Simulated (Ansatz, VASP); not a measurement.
**TlRe3 in VASP and in Ansatz**

```
Tl Re
1.0
    -1.96871    1.96871    4.22904
     1.96871   -1.96871    4.22904
     1.96871    1.96871   -4.22904
Tl Re
1 3
Direct
  0.00000 0.00000 0.00000
  0.50000 0.50000 0.00000
  0.25000 0.75000 0.50000
  0.75000 0.25000 0.50000
```

Alike in both runs: functional PBE; k mesh 6 × 6 × 6; occupations gaussian, width 0.1 eV; no spin polarisation.

Ansatz relaxed the structure, and its values are those at the end. VASP's run is a single point on that final structure, the one shown.

|  | VASP | Ansatz |
| --- | --- | --- |
| version | VASP 6.6.1 | Ansatz 0.2.0 |
| potentials or method | VASP PAW PBE potentials, release 64 (Tl_d, Re), cutoff 520 eV | scalar-relativistic, plane waves, PAW |
| valence electrons in the cell | 34 | 58 |

VASP gave:

| Property | Result |
| --- | --- |
| gap on the k mesh at the Fermi level (eV) | none |
| pressure (GPa) | -0.2 |

**Question.** Which values does Ansatz return?

**Answer.** gap on the k mesh at the Fermi level (eV): none; pressure (GPa): 0.0.

A gap of «none» marks a metal or a gap that the smearing closes. VASP's potentials hold 34 valence electrons a cell and Ansatz's 58, so a difference there can come from the potentials and not from the codes.

The k mesh is coarse, so the values compare programs but aren't converged. Neither program's run includes spin-orbit coupling.
